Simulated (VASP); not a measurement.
Ga2O3:

```
CELL_PARAMETERS angstrom
2.49125 1.43832 4.47767
-2.49125 1.43832 4.47767
0.00000 -2.87665 4.47767
ATOMIC_POSITIONS crystal
Ga 0.35540 0.35540 0.35540
Ga 0.14460 0.14460 0.14460
Ga 0.64460 0.64460 0.64460
Ga 0.85540 0.85540 0.85540
O 0.55490 0.94510 0.25000
O 0.25000 0.55490 0.94510
O 0.94510 0.25000 0.55490
O 0.44510 0.05490 0.75000
O 0.75000 0.44510 0.05490
O 0.05490 0.75000 0.44510
```

- Program: VASP 6.6.1
- Task: relaxation of cell and atoms
- Functional: PBE
- Potentials or basis: VASP PAW PBE potentials, release 64 (Ga_d, O)
- Cutoff: 600 eV
- k mesh: 6 × 6 × 6
- Occupations: gaussian, width 0.1 eV
- Spin: no spin polarisation

At the start: pressure 10.5 GPa; volume 9.63 Å³/atom.

Task: How do energy, volume and symmetry change on relaxing?

Result: Over 5 steps the energy falls by 15.1 meV/atom and the volume is 10.09 Å³/atom (+4.8 %); space group R-3c (No. 167, to 0.1 Å) before and after.

The path:
```csv
step,energy change (eV),largest force (eV/Å),pressure (GPa),volume (Å³)
1,0.0000,0.1338,10.50,96.27
2,-0.0420,0.0502,-7.60,105.32
3,-0.1495,0.0762,-0.10,101.00
4,-0.1495,0.0771,0.09,100.91
5,-0.1510,0.0319,0.11,100.91
```

Final structure:
```xyz
10
Lattice="2.5312 1.4614 4.5465 -2.5312 1.4614 4.5465 0.0000 -2.9228 4.5465" Properties=species:S:1:pos:R:3 pbc="T T T"
Ga    0.0000    0.0000    4.8508
Ga    0.0000    0.0000    1.9690
Ga    0.0000    0.0000    8.7887
Ga    0.0000    0.0000   11.6705
O    -0.9945    1.4614    7.9564
O    -0.7684   -1.5919    7.9564
O     1.7628    0.1306    7.9564
O     0.9945   -1.4614    5.6831
O     0.7684    1.5919    5.6831
O    -1.7628   -0.1306    5.6831
```

Caveat: the relaxation stopped at a loose force limit of 0.05 eV/Å, so its end isn't a converged minimum.
